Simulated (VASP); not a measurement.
# TiSi3W (Pm-3m) in VASP: single point with PBE

Aim: the single point of TiSi3W with PBE.

Everything below comes from runs of VASP 6.6.1. Logs are shortened: lines on timing, memory, paths and dates and some standing lists are left out, and cuts for length are marked.

## 1. The cell of the first run

It takes space group Pm-3m (No. 221, cubic). Conventional cell: a = 4.503 Å, b = 4.503 Å, c = 4.503 Å, α = 90.00°, β = 90.00°, γ = 90.00°. Within 3.0 Å of Ti (site symmetry m-3m) lie 6 Si at 2.25 Å. Si (site symmetry 4/mmm) has 2 Ti at 2.25 Å within 3.0 Å. W (site symmetry m-3m) has 12 Si at 3.18 Å and 8 Ti at 3.90 Å within 4.2 Å.

## 2. Single point, PBE

POSCAR

```
TiSi3W
1.0
    4.5026649326      0.0000000000      0.0000000000
    0.0000000000      4.5026649326      0.0000000000
    0.0000000000      0.0000000000      4.5026649326
Ti Si W
1 3 1
Direct
    0.5000000000      0.5000000000      0.5000000000
    0.0000000000      0.5000000000      0.5000000000
    0.5000000000      0.0000000000      0.5000000000
    0.5000000000      0.5000000000      0.0000000000
    0.0000000000      0.0000000000      0.0000000000
```

INCAR.step1

```
SYSTEM = TiSi3W
PREC = Accurate
ENCUT = 520
EDIFF = 1E-6
ISMEAR = 0
SIGMA = 0.1
LREAL = .False.
LASPH = .True.
NELM = 100
ALGO = Normal
ISIF = 2
LWAVE = .False.
LCHARG = .True.
LMAXMIX = 4
GGA = PE
NBANDS = 27
```

KPOINTS.step1

```
Automatic mesh
0
Gamma
  8 8 8
  0 0 0
```

INCAR.step2

```
SYSTEM = TiSi3W
PREC = Accurate
ENCUT = 520
EDIFF = 1E-6
ISMEAR = -5
SIGMA = 0.1
LREAL = .False.
LASPH = .True.
NELM = 100
ALGO = Normal
ISIF = 2
LWAVE = .False.
LCHARG = .False.
LMAXMIX = 4
GGA = PE
LORBIT = 11
NEDOS = 2001
ICHARG = 11
```

KPOINTS.step2

```
Automatic mesh
0
Gamma
  12 12 12
  0 0 0
```

Potentials or basis: VASP PAW PBE potentials, release 64 (Ti_sv, Si, W_sv).

Command:

```
$ cat potpaw_PBE.64/Ti_sv/POTCAR potpaw_PBE.64/Si/POTCAR potpaw_PBE.64/W_sv/POTCAR > POTCAR
$ cp INCAR.step1 INCAR
$ cp KPOINTS.step1 KPOINTS
$ mpirun -np 1 vasp_std > vasp.out
$ cp INCAR.step2 INCAR
$ cp KPOINTS.step2 KPOINTS
$ mpirun -np 1 vasp_std > vasp.out
```

OUTCAR:

```text
SYSTEM = TiSi3W
   PREC = Accurate
   ENCUT = 520
   EDIFF = 1E-6
   ISMEAR = -5
   LREAL = .False.
   LASPH = .True.
   NELM = 100
   ISIF = 2
   GGA = PE
   LORBIT = 11
   ICHARG = 11

 ion  position               nearest neighbor table
   1  0.500  0.500  0.500-   2 2.25   3 2.25   4 2.25   4 2.25   3 2.25   2 2.25
   2  0.000  0.500  0.500-   1 2.25   1 2.25   5 3.18   5 3.18   5 3.18   5 3.18
   3  0.500  0.000  0.500-   1 2.25   1 2.25   5 3.18   5 3.18   5 3.18   5 3.18
   4  0.500  0.500  0.000-   1 2.25   1 2.25   5 3.18   5 3.18   5 3.18   5 3.18
   5  0.000  0.000  0.000-   2 3.18   3 3.18   4 3.18   2 3.18   3 3.18   2 3.18   4 3.18   2 3.18
                             3 3.18   4 3.18   3 3.18   4 3.18

  LATTYP: Found a simple cubic cell.
 ALAT       =     4.5026649326

  Lattice vectors:

 A1 = (   4.5026649326,   0.0000000000,   0.0000000000)
 A2 = (   0.0000000000,   4.5026649326,   0.0000000000)
 A3 = (   0.0000000000,   0.0000000000,   4.5026649326)

Analysis of symmetry for initial positions (statically):
=====================================================================
 Subroutine PRICEL returns:
 Original cell was already a primitive cell.

 Routine SETGRP: Setting up the symmetry group for a
 simple cubic supercell.

 Subroutine GETGRP returns: Found 48 space group operations
 (whereof 48 operations were pure point group operations)
 out of a pool of 48 trial point group operations.

The static configuration has the point symmetry O_h .

Analysis of symmetry for dynamics (positions and initial velocities):
=====================================================================
 Subroutine PRICEL returns:
 Original cell was already a primitive cell.

 Routine SETGRP: Setting up the symmetry group for a
 simple cubic supercell.

 Subroutine GETGRP returns: Found 48 space group operations
 (whereof 48 operations were pure point group operations)
 out of a pool of 48 trial point group operations.

The dynamic configuration has the point symmetry O_h .

 Subroutine INISYM returns: Found 48 space group operations
 (whereof 48 operations are pure point group operations),
 and found     1 'primitive' translations

----------------------------------------------------------------------------------------

                                     Primitive cell

  volume of cell :      91.2870

  direct lattice vectors                    reciprocal lattice vectors
[... 100 lines left out ...]
   NFREE  =      0    steps in history (QN), initial steepest desc. (CG)
   ISIF   =      2    stress and relaxation
   ISYM   =      2    0-nonsym 1-usesym 2-fastsym
   POTIM  = 0.5000    time-step for ionic-motion
   TEBEG  =    0.0;   TEEND  =   0.0 temperature during run
   PSTRESS=    0.0 pullay stress
   NELECT =      38.0000    total number of electrons
   NUPDOWN=      -1.0000    fix difference up-down
   EMIN   =  10.00;   EMAX   =-10.00  energy-range for DOS
   EFERMI =   0.00;   METHOD = LEGACY
   ISMEAR =    -5;   SIGMA  =   0.10  broadening in eV -4-tet -1-fermi 0-gaus
   EFERMI_NEDOS =   21; number of points for ismear=-14 and -15
   IALGO  =     38    algorithm
   IMIX   =      4    mixing-type and parameters
     AMIX     =   0.40;   BMIX     =  1.00
     AMIX_MAG =   1.60;   BMIX_MAG =  1.00
  volume/ion in A,a.u.               =      18.26       123.21
  Fermi-wavevector in a.u.,A,eV,Ry     =   1.222362  2.309929 20.329391  1.494168
  Thomas-Fermi vector in A             =   2.357511
   LORBIT       =     11    0 simple, 1 ext, 2 COOP (PROOUT), +10 PAW based schemes
   GGA     = PE    functional components
   LHFCALC =     F    Hartree Fock is set to
   AEXX    =    0.0000 exact exchange contribution
   IVDW    =     0    specifies the selected vdW correction
   LEPSILON=     F    determine dielectric tensor
   LRPA    =     F    only Hartree local field effects (RPA)
 non-spin polarized calculation
 Fermi weights with tetrahedron method with Bloechl corrections
  energy-cutoff  :      520.00
  volume of cell :       91.29
 maximum number of plane-waves:      2517
 NGX is ok and might be reduce to    36

 number of electron      37.9999990 magnetization

 Free energy of the ion-electron system (eV)
  ---------------------------------------------------
  ext. energy  EPLUGINS =         0.00000000
  ---------------------------------------------------
  free energy    TOTEN  =       -30.01280093 eV

  energy without entropy =      -30.01280093  energy(sigma->0) =      -30.01280093

 E-fermi :   7.5640     XC(G=0): -10.8533

 val. band max:        7.5650756838   @ k =   0.5000   0.4167   0.2500
 cond. band min:       7.5204427583   @ k =   0.3333   0.1667   0.1667
 fundamental gap:     -0.0446329256
 Fermi energy:         7.5640372153

 k-point     1 :       0.0000    0.0000    0.0000
  band No.  band energies     occupation
      1     -67.1745      2.00000
      2     -48.0912      2.00000
      3     -31.2694      2.00000
      4     -31.2694      2.00000
      5     -31.2694      2.00000
      6     -24.5710      2.00000
[... 613 lines left out ...]
     22       8.3063      0.00000
     23       8.7619      0.00000

 [... further k-points ...]
[... 5 lines left out ...]
  --------------------------------------------------------------------------------------
  -------------------------------------------------------------------------------------
  Total        0.0400890      0.0400890      0.0400890      0.0000000      0.0000000     -0.0000000
  in kB        0.7036011      0.7036011      0.7036011      0.0000000      0.0000000     -0.0000000
  external PRESSURE =       0.7036011 kB  Pullay stress =       0.0000000 kB

 VOLUME and BASIS-vectors are now :
 -----------------------------------------------------------------------------
  energy-cutoff  :      520.00
  volume of cell :       91.29
      direct lattice vectors                 reciprocal lattice vectors
     4.502664933  0.000000000  0.000000000     0.222090699  0.000000000  0.000000000
     0.000000000  4.502664933  0.000000000     0.000000000  0.222090699  0.000000000
     0.000000000  0.000000000  4.502664933     0.000000000  0.000000000  0.222090699

 POSITION                                       TOTAL-FORCE (eV/Angst)
 -----------------------------------------------------------------------------------
      2.25133      2.25133      2.25133         0.000000      0.000000      0.000000
      0.00000      2.25133      2.25133         0.000000      0.000000      0.000000
      2.25133      0.00000      2.25133         0.000000      0.000000      0.000000
      2.25133      2.25133      0.00000         0.000000      0.000000      0.000000
      0.00000      0.00000      0.00000         0.000000      0.000000      0.000000
 -----------------------------------------------------------------------------------
    total drift:                                0.000000      0.000000      0.000000

  FREE ENERGIE OF THE ION-ELECTRON SYSTEM (eV)
  ---------------------------------------------------
  free  energy   TOTEN  =       -30.0128009297 eV

  energy  without entropy=      -30.0128009297  energy(sigma->0) =      -30.01280093

 total charge

# of ion       s       p       d       tot
------------------------------------------
    1        2.276   6.238   2.512  11.026
    2        0.837   0.776   0.000   1.612
    3        0.837   0.776   0.000   1.612
    4        0.837   0.776   0.000   1.612
    5        2.314   6.042   3.189  11.546
--------------------------------------------------
tot          7.100  14.607   5.701  27.408
```

OUTCAR.step1:

```text
SYSTEM = TiSi3W
   PREC = Accurate
   ENCUT = 520
   EDIFF = 1E-6
   ISMEAR = 0
   LREAL = .False.
[... 955 lines left out ...]
      2.25133      0.00000      2.25133         0.000000      0.000000      0.000000
      2.25133      2.25133      0.00000         0.000000      0.000000      0.000000
      0.00000      0.00000      0.00000         0.000000      0.000000      0.000000
 -----------------------------------------------------------------------------------
    total drift:                                0.000000      0.000000      0.000000

  FREE ENERGIE OF THE ION-ELECTRON SYSTEM (eV)
  ---------------------------------------------------
  free  energy   TOTEN  =       -30.0178665793 eV

  energy  without entropy=      -29.9942835298  energy(sigma->0) =      -30.00607505
```

OSZICAR.step1:

```text
N       E                     dE             d eps       ncg     rms          rms(c)
DAV:   1     0.340014582276E+03    0.34001E+03   -0.18162E+04  1890   0.143E+03
DAV:   2    -0.583076131587E+01   -0.34585E+03   -0.33673E+03  1975   0.402E+02
DAV:   3    -0.338062935841E+02   -0.27976E+02   -0.27389E+02  3284   0.974E+01
DAV:   4    -0.357509091969E+02   -0.19446E+01   -0.19293E+01  2532   0.200E+01
DAV:   5    -0.358387187180E+02   -0.87810E-01   -0.87767E-01  2831   0.354E+00    0.224E+01
DAV:   6    -0.408537422998E+02   -0.50150E+01   -0.14209E+02  2550   0.297E+01    0.209E+01
DAV:   7    -0.303164330297E+02    0.10537E+02   -0.70711E+01  2418   0.339E+01    0.833E+00
DAV:   8    -0.300922972589E+02    0.22414E+00   -0.51619E+00  2313   0.108E+01    0.514E+00
DAV:   9    -0.300342347843E+02    0.58062E-01   -0.75811E-01  2395   0.593E+00    0.160E+00
DAV:  10    -0.300334687496E+02    0.76603E-03   -0.38705E-01  2813   0.206E+00    0.122E+00
DAV:  11    -0.300242755597E+02    0.91932E-02   -0.21638E-01  2406   0.215E+00    0.627E-01
DAV:  12    -0.300179433352E+02    0.63322E-02   -0.39075E-02  2421   0.783E-01    0.868E-02
DAV:  13    -0.300179125055E+02    0.30830E-04   -0.21260E-03  2570   0.183E-01    0.699E-02
DAV:  14    -0.300178673373E+02    0.45168E-04   -0.36531E-04  2383   0.972E-02    0.178E-02
DAV:  15    -0.300178663964E+02    0.94091E-06   -0.36039E-05  2616   0.367E-02    0.873E-03
DAV:  16    -0.300178665793E+02   -0.18292E-06   -0.23272E-06  2131   0.126E-02
   1 F= -.30017867E+02 E0= -.30006075E+02  d E =-.235830E-01
```

Run time: 3.8 min. Hardware: 1 thread of Intel Xeon 8259CL, shared host; peak memory 0.33 GiB.

Results:

```
Valence electrons inside the program's atomic spheres : Ti 11.03; Si 1.61; W 11.55
```

Caveat: spin-orbit coupling is left out, which moves the levels of the heavy elements; tetrahedron occupations give inexact forces and stress in metals.
